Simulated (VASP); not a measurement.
Set up this calculation in VASP 6.6.1, as the native input.

- Task: single point
- Functional: r2SCAN
- Potentials or basis: VASP PAW PBE potentials, release 64 (Na_pv)
- Cutoff: 520 eV
- k mesh: 3 × 3 × 3
- Occupations: methfessel-paxton, width 0.05 eV
- Spin: no spin polarisation
- Dipole correction: no
- Further INCAR settings: ALGO = Normal; EDIFF = 1e-07; NBANDS = 10

System: Na, a slab with vacuum.

```xyz
1
Lattice="7.0233 0.0000 0.0000 0.0000 7.0233 0.0000 0.0000 0.0000 8.0233" Properties=species:S:1:pos:R:3 pbc="T T T"
Na    0.0000    0.0000    0.0000
```

One way to write it, as run:

POSCAR

```
Na
1.0
    7.0233430000      0.0000000000      0.0000000000
    0.0000000000      7.0233430000      0.0000000000
    0.0000000000      0.0000000000      8.0233430000
Na
1
Direct
    0.0000000000      0.0000000000      0.0000000000
```

INCAR.step1

```
SYSTEM = Na
PREC = Accurate
ENCUT = 520
ISMEAR = 1
SIGMA = 0.05
LREAL = .False.
LASPH = .True.
NELM = 100
NBANDS = 10
GGA = PE
ALGO = Normal
EDIFF = 1E-4
LWAVE = .True.
LCHARG = .False.
```

INCAR.step2

```
SYSTEM = Na
PREC = Accurate
ENCUT = 520
EDIFF = 1E-7
ISMEAR = 1
SIGMA = 0.05
LREAL = .False.
LASPH = .True.
NELM = 100
ALGO = Normal
ISIF = 2
LWAVE = .False.
LCHARG = .False.
METAGGA = R2SCAN
LMIXTAU = .True.
NBANDS = 10
ISTART = 1
```

KPOINTS

```
regular mesh
0
Gamma
  3 3 3
  0 0 0
```

Potentials or basis: VASP PAW PBE potentials, release 64 (Na_pv).

Run with:

```console
$ cat potpaw_PBE.64/Na_pv/POTCAR > POTCAR
$ cp INCAR.step1 INCAR
$ mpirun -np 1 vasp_std > vasp.out
$ cp INCAR.step2 INCAR
$ mpirun -np 1 vasp_std > vasp.out
```

Results of the run:

- Band gap on the k mesh: zero (an odd number of electrons rules out a gap without spin polarisation)

Wall time 5.6 min on 1 thread of Intel Xeon 8259CL, with other jobs on the host, peak memory 0.44 GiB.
